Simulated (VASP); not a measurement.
# SnSe2 (R-3m) in VASP: single point with r2SCAN

Aim: the single point of SnSe2 with r2SCAN.

Program: VASP 6.6.1. These are calculated values, not measurements. Logs are shortened: lines on timing, memory, paths and dates and some standing lists are left out, and cuts for length are marked.

## Step 1: The cell of the first run

Symmetry: R-3m, No. 166, trigonal system. Conventional cell: a = 3.825 Å, b = 3.825 Å, c = 19.005 Å, α = 90.00°, β = 90.00°, γ = 120.00°. Sn (site symmetry -3m) has 6 Se at 2.71 Å within 3.6 Å. Se (site symmetry 3m) has 3 Sn at 2.71 Å within 3.6 Å.

## Step 2: Single point, r2SCAN

The input, POSCAR:

```
SnSe2
1.0
    1.9122916090      1.1040620752      6.3350940106
   -1.9122916090      1.1040620752      6.3350940106
    0.0000000000     -2.2081241505      6.3350940106
Sn Se
1 2
Direct
    0.0000000000      0.0000000000      0.0000000000
    0.2505568934      0.2505568934      0.2505568934
    0.7494431066      0.7494431066      0.7494431066
```

The input, INCAR.step1:

```
SYSTEM = SnSe2
PREC     = Accurate       ! precision mode
ENCUT    = 520            ! plane-wave cutoff, eV
ISMEAR   = 1              ! smearing method
SIGMA    = 0.05           ! smearing width, eV
LREAL    = .False.        ! projectors in reciprocal space
LASPH    = .True.         ! aspherical terms in the spheres
NELM     = 100            ! most SCF steps
NBANDS   = 20             ! bands
GGA      = PE             ! functional
ALGO     = Normal         ! electronic algorithm
EDIFF    = 1E-4           ! SCF threshold, eV
LWAVE    = .True.         ! write WAVECAR
LCHARG   = .False.        ! write CHGCAR
```

The input, INCAR.step2:

```
SYSTEM = SnSe2
PREC     = Accurate       ! precision mode
ENCUT    = 520            ! plane-wave cutoff, eV
EDIFF    = 1E-6           ! SCF threshold, eV
ISMEAR   = 1              ! smearing method
SIGMA    = 0.05           ! smearing width, eV
LREAL    = .False.        ! projectors in reciprocal space
LASPH    = .True.         ! aspherical terms in the spheres
NELM     = 100            ! most SCF steps
ALGO     = Normal         ! electronic algorithm
ISIF     = 2              ! what is computed and relaxed
LWAVE    = .False.        ! write WAVECAR
LCHARG   = .False.        ! write CHGCAR
METAGGA  = R2SCAN         ! meta-GGA
LMIXTAU  = .True.       
NBANDS   = 20             ! bands
ISTART   = 1
```

The input, KPOINTS:

```
regular mesh
0
Gamma
  6 6 6
  0 0 0
```

Potentials or basis: VASP PAW PBE potentials, release 64 (Sn_d, Se).

The run is started by

```
$ cat potpaw_PBE.64/Sn_d/POTCAR potpaw_PBE.64/Se/POTCAR > POTCAR
$ cp INCAR.step1 INCAR
$ mpirun -np 1 vasp_std > vasp.out
$ cp INCAR.step2 INCAR
$ mpirun -np 1 vasp_std > vasp.out
```

OUTCAR:

```text
SYSTEM = SnSe2
   PREC = Accurate
   ENCUT = 520
   EDIFF = 1E-6
   ISMEAR = 1
   LREAL = .False.
   LASPH = .True.
   NELM = 100
   ISIF = 2
   METAGGA = R2SCAN
   ISTART = 1

 ion  position               nearest neighbor table
   1  0.000  0.000  0.000-   3 2.71   3 2.71   2 2.71   2 2.71   3 2.71   2 2.71
   2  0.251  0.251  0.251-   1 2.71   1 2.71   1 2.71
   3  0.749  0.749  0.749-   1 2.71   1 2.71   1 2.71

  LATTYP: Found a trigonal (rhomboedric) cell.
 ALAT       =     6.7088917406
 COS(alpha) =     0.8375062480

  Lattice vectors:

 A1 = (   1.9122916090,   1.1040620752,   6.3350940106)
 A2 = (  -1.9122916090,   1.1040620752,   6.3350940106)
 A3 = (   0.0000000000,  -2.2081241505,   6.3350940106)

Analysis of symmetry for initial positions (statically):
=====================================================================
 Subroutine PRICEL returns:
 Original cell was already a primitive cell.

 Routine SETGRP: Setting up the symmetry group for a
 trigonal (rhombohedral) supercell.

 Subroutine GETGRP returns: Found 12 space group operations
 (whereof 12 operations were pure point group operations)
 out of a pool of 12 trial point group operations.

The static configuration has the point symmetry D_3d.

Analysis of symmetry for dynamics (positions and initial velocities):
=====================================================================
 Subroutine PRICEL returns:
 Original cell was already a primitive cell.

 Routine SETGRP: Setting up the symmetry group for a
 trigonal (rhombohedral) supercell.

 Subroutine GETGRP returns: Found 12 space group operations
 (whereof 12 operations were pure point group operations)
 out of a pool of 12 trial point group operations.

The dynamic configuration has the point symmetry D_3d.

 Subroutine INISYM returns: Found 12 space group operations
 (whereof 12 operations are pure point group operations),
 and found     1 'primitive' translations

----------------------------------------------------------------------------------------

                                     Primitive cell

  volume of cell :      80.2513

  direct lattice vectors                    reciprocal lattice vectors
     1.912291609  1.104062075  6.335094011     0.261466399  0.150957696  0.052616951
    -1.912291609  1.104062075  6.335094011    -0.261466399  0.150957696  0.052616951
     0.000000000 -2.208124151  6.335094011     0.000000000 -0.301915391  0.052616951

  length of vectors
     6.708891741  6.708891741  6.708891741     0.306466062  0.306466062  0.306466062

  position of ions in fractional coordinates (direct lattice)
     0.000000000  0.000000000  0.000000000
     0.250556893  0.250556893  0.250556893
     0.749443107  0.749443107  0.749443107

  ion indices of the primitive-cell ions
   primitive index   ion index
                 1           1
                 2           2
                 3           3

----------------------------------------------------------------------------------------

 KPOINTS: regular mesh

Automatic generation of k-mesh.
 Grid dimensions read from file:
 generate k-points for:    6    6    6

 Generating k-lattice:

  Cartesian coordinates                     Fractional coordinates (reciprocal lattice)
     0.043577733  0.025159616  0.008769492     0.166666667  0.000000000  0.000000000
    -0.043577733  0.025159616  0.008769492     0.000000000  0.166666667  0.000000000
     0.000000000 -0.050319232  0.008769492    -0.000000000 -0.000000000  0.166666667

  Length of vectors
     0.051077677  0.051077677  0.051077677

  Shift w.r.t. Gamma in fractional coordinates (k-lattice)
     0.000000000  0.000000000  0.000000000

 Subroutine IBZKPT returns following result:
 ===========================================

 Found     32 irreducible k-points:

 Following reciprocal coordinates:
            Coordinates               Weight
  0.000000  0.000000  0.000000      1.000000
  0.166667  0.000000  0.000000      6.000000
  0.333333  0.000000  0.000000      6.000000
  0.500000  0.000000  0.000000      3.000000
  0.166667  0.166667  0.000000      6.000000
  0.333333  0.166667  0.000000     12.000000
[... 16 lines left out ...]
  0.500000  0.500000  0.166667      6.000000
 -0.333333  0.500000  0.166667     12.000000
 [... further k-points ...]
   k-points           NKPTS =     32   k-points in BZ     NKDIM =     32   number of bands    NBANDS=     20
   number of dos      NEDOS =    301   number of ions     NIONS =      3
   total plane-waves  NPLWV = 125000
   dimension x,y,z NGX =    50 NGY =   50 NGZ =   50
   dimension x,y,z NGXF=   100 NGYF=  100 NGZF=  100
   ions per type =               1   2
   NGX,Y,Z   is equivalent  to a cutoff of  12.39, 12.39, 12.39 a.u.
   NGXF,Y,Z  is equivalent  to a cutoff of  24.78, 24.78, 24.78 a.u.
 SYSTEM =  SnSe2
   PREC   = accura    normal or accurate (medium, high low for compatibility)
   ISTART =      1    job   : 0-new  1-cont  2-samecut
   ICHARG =      0    charge: 1-file 2-atom 10-const
   ISPIN  =      1    spin polarized calculation?
   LNONCOLLINEAR =      F non collinear calculations
   LSORBIT =      F    spin-orbit coupling
   LASPH  =      T    aspherical Exc in radial PAW
   ENCUT  =  520.0 eV  38.22 Ry    6.18 a.u.  12.47 12.47 12.47*2*pi/ulx,y,z
   NELM   =    100;   NELMIN=  2; NELMDL=  0     # of ELM steps
   EDIFF  = 0.1E-05   stopping-criterion for ELM
   LREAL  =      F    real-space projection
   EDIFFG = 0.1E-04   stopping-criterion for IOM
   NSW    =      0    number of steps for IOM
   IBRION =     -1    ionic relax: 0-MD 1-quasi-New 2-CG
   NFREE  =      0    steps in history (QN), initial steepest desc. (CG)
   ISIF   =      2    stress and relaxation
   ISYM   =      2    0-nonsym 1-usesym 2-fastsym
   POTIM  = 0.5000    time-step for ionic-motion
   TEBEG  =    0.0;   TEEND  =   0.0 temperature during run
   PSTRESS=    0.0 pullay stress
   NELECT =      26.0000    total number of electrons
   NUPDOWN=      -1.0000    fix difference up-down
   EMIN   =  10.00;   EMAX   =-10.00  energy-range for DOS
   EFERMI =   0.00;   METHOD = LEGACY
   ISMEAR =     1;   SIGMA  =   0.05  broadening in eV -4-tet -1-fermi 0-gaus
   EFERMI_NEDOS =   21; number of points for ismear=-14 and -15
   IALGO  =     38    algorithm
   IMIX   =      4    mixing-type and parameters
     AMIX     =   0.40;   BMIX     =  1.00
     AMIX_MAG =   1.60;   BMIX_MAG =  1.00
  volume/ion in A,a.u.               =      26.75       180.52
  Fermi-wavevector in a.u.,A,eV,Ry     =   1.124386  2.124781 17.201072  1.264243
  Thomas-Fermi vector in A             =   2.261057
   LORBIT       =      0    0 simple, 1 ext, 2 COOP (PROOUT), +10 PAW based schemes
   METAGGA = R2SCAN    functional components
   LHFCALC =     F    Hartree Fock is set to
   AEXX    =    0.0000 exact exchange contribution
   IVDW    =     0    specifies the selected vdW correction
   LEPSILON=     F    determine dielectric tensor
   LRPA    =     F    only Hartree local field effects (RPA)
 non-spin polarized calculation
 Methfessel and Paxton  Order N= 1 SIGMA  =   0.05
  energy-cutoff  :      520.00
  volume of cell :       80.25
 maximum number of plane-waves:      2184
 NGX is ok and might be reduce to    50
   NGX = 25   NGY = 25   NGZ = 25

 number of electron      26.0000004 magnetization

 Free energy of the ion-electron system (eV)
  ---------------------------------------------------
  ext. energy  EPLUGINS =         0.00000000
  ---------------------------------------------------
  free energy    TOTEN  =       -54.60754544 eV

  energy without entropy =      -54.60771322  energy(sigma->0) =      -54.60760136

 E-fermi :   3.5205     XC(G=0):  -9.8061

 val. band max:        3.4828489981   @ k =  -0.1667   0.1667   0.0000
 cond. band min:       4.0635867217   @ k =   0.5000   0.5000   0.0000
 fundamental gap:      0.5807377236
 Fermi energy:         3.5204993685

 k-point     1 :       0.0000    0.0000    0.0000
  band No.  band energies     occupation
      1     -18.4180      2.00000
      2     -18.4180      2.00000
      3     -18.3627      2.00000
      4     -18.3545      2.00000
      5     -18.3545      2.00000
      6     -10.7782      2.00000
[... 12 lines left out ...]
     19      12.5879      0.00000
     20      12.5879      0.00000

 k-point     2 :       0.1667    0.0000    0.0000
  band No.  band energies     occupation
      1     -18.4319      2.00000
      2     -18.4100      2.00000
      3     -18.3611      2.00000
      4     -18.3539      2.00000
      5     -18.3518      2.00000
      6     -10.4978      2.00000
[... 12 lines left out ...]
     19      12.8967      0.00000
     20      13.1690      0.00000

 k-point     3 :       0.3333    0.0000    0.0000
  band No.  band energies     occupation
      1     -18.4625      2.00000
      2     -18.3999      2.00000
      3     -18.3709      2.00000
      4     -18.3403      2.00000
      5     -18.3368      2.00000
      6      -9.7491      2.00000
[... 12 lines left out ...]
     19      12.7198      0.00000
     20      13.8639      0.00000

 k-point     4 :       0.5000    0.0000    0.0000
  band No.  band energies     occupation
      1     -18.4783      2.00000
      2     -18.3977      2.00000
      3     -18.3754      2.00000
      4     -18.3317      2.00000
      5     -18.3280      2.00000
      6      -9.0700      2.00000
[... 12 lines left out ...]
     19      13.1039      0.00000
     20      14.2258      0.00000

 k-point     5 :       0.1667    0.1667    0.0000
  band No.  band energies     occupation
      1     -18.4319      2.00000
      2     -18.4101      2.00000
      3     -18.3611      2.00000
      4     -18.3539      2.00000
      5     -18.3518      2.00000
      6     -10.4876      2.00000
[... 12 lines left out ...]
     19      12.7921      0.00000
     20      13.0502      0.00000

 k-point     6 :       0.3333    0.1667    0.0000
  band No.  band energies     occupation
      1     -18.4483      2.00000
      2     -18.4079      2.00000
      3     -18.3637      2.00000
      4     -18.3528      2.00000
      5     -18.3375      2.00000
      6      -9.9614      2.00000
[... 12 lines left out ...]
     19      11.9396      0.00000
     20      13.0103      0.00000

 k-point     7 :       0.5000    0.1667    0.0000
  band No.  band energies     occupation
      1     -18.4633      2.00000
      2     -18.4107      2.00000
      3     -18.3670      2.00000
      4     -18.3418      2.00000
      5     -18.3288      2.00000
      6      -9.1605      2.00000
[... 12 lines left out ...]
     19      12.8756      0.00000
     20      13.5177      0.00000
[... 277 lines left out ...]
 k-point    20 :       0.5000    0.3333    0.1667
  band No.  band energies     occupation
      1     -18.4483      2.00000
      2     -18.4079      2.00000
      3     -18.3637      2.00000
      4     -18.3527      2.00000
      5     -18.3375      2.00000
      6      -9.8932      2.00000
[... 12 lines left out ...]
     19      11.4049      0.00000
     20      13.4700      0.00000

 k-point    21 :      -0.3333    0.3333    0.1667
  band No.  band energies     occupation
      1     -18.4634      2.00000
      2     -18.4107      2.00000
      3     -18.3670      2.00000
      4     -18.3418      2.00000
      5     -18.3288      2.00000
      6      -9.1255      2.00000
[... 12 lines left out ...]
     19      12.8600      0.00000
     20      14.2484      0.00000

 k-point    22 :      -0.1667    0.3333    0.1667
  band No.  band energies     occupation
      1     -18.4633      2.00000
      2     -18.4107      2.00000
      3     -18.3670      2.00000
      4     -18.3418      2.00000
      5     -18.3288      2.00000
      6      -9.2143      2.00000
[... 12 lines left out ...]
     19      13.0664      0.00000
     20      13.3783      0.00000

 k-point    23 :       0.5000    0.5000    0.1667
  band No.  band energies     occupation
      1     -18.4625      2.00000
      2     -18.3999      2.00000
      3     -18.3709      2.00000
      4     -18.3403      2.00000
      5     -18.3367      2.00000
      6      -9.6693      2.00000
[... 12 lines left out ...]
     19      13.1862      0.00000
     20      14.2674      0.00000

 k-point    24 :      -0.3333    0.5000    0.1667
  band No.  band energies     occupation
      1     -18.4634      2.00000
      2     -18.4107      2.00000
      3     -18.3670      2.00000
      4     -18.3418      2.00000
      5     -18.3288      2.00000
      6      -9.1413      2.00000
[... 12 lines left out ...]
     19      13.1290      0.00000
     20      14.7449      0.00000

 [... further k-points ...]
[... 5 lines left out ...]
  --------------------------------------------------------------------------------------
  -------------------------------------------------------------------------------------
  Total        0.5247415      0.5247415      0.4337861      0.0000000     -0.0000000      0.0000000
  in kB       10.4762066     10.4762066      8.6603279      0.0000000     -0.0000000      0.0000000
  external PRESSURE =       9.8709137 kB  Pullay stress =       0.0000000 kB

 VOLUME and BASIS-vectors are now :
 -----------------------------------------------------------------------------
  energy-cutoff  :      520.00
  volume of cell :       80.25
      direct lattice vectors                 reciprocal lattice vectors
     1.912291609  1.104062075  6.335094011     0.261466399  0.150957696  0.052616951
    -1.912291609  1.104062075  6.335094011    -0.261466399  0.150957696  0.052616951
     0.000000000 -2.208124151  6.335094011     0.000000000 -0.301915391  0.052616951

 POSITION                                       TOTAL-FORCE (eV/Angst)
 -----------------------------------------------------------------------------------
      0.00000      0.00000      0.00000        -0.000000      0.000000      0.000000
      0.00000     -0.00000      4.76190         0.000000     -0.000000      0.021092
      0.00000     -0.00000     14.24338         0.000000      0.000000     -0.021092
 -----------------------------------------------------------------------------------
    total drift:                                0.000000      0.000000      0.000000

  FREE ENERGIE OF THE ION-ELECTRON SYSTEM (eV)
  ---------------------------------------------------
  free  energy   TOTEN  =       -54.6075454352 eV

  energy  without entropy=      -54.6077132218  energy(sigma->0) =      -54.60760136
```

It took 7.8 min on 1 thread of AMD EPYC 7R13 (Zen 3), shared host; peak memory 0.37 GiB.

What came out:

```yaml
Free_energy: -54.6075 eV
Pressure: 1.0 GPa
Largest_force: 0.021 eV/Å
Band_gap_on_the_k_mesh: 0.58 eV, indirect (least direct gap 0.82 eV)
```

Forces in eV/Å, atoms in the order of the input:
```
Sn   0.000  0.000  0.000
Se   0.000  0.000  0.021
Se   0.000  0.000 -0.021
```

Caveat: the PAW data sets were made with another functional, which shifts forces and pressure a little; spin-orbit coupling is left out, which moves the levels of the heavy elements. A k mesh can miss the band edges.
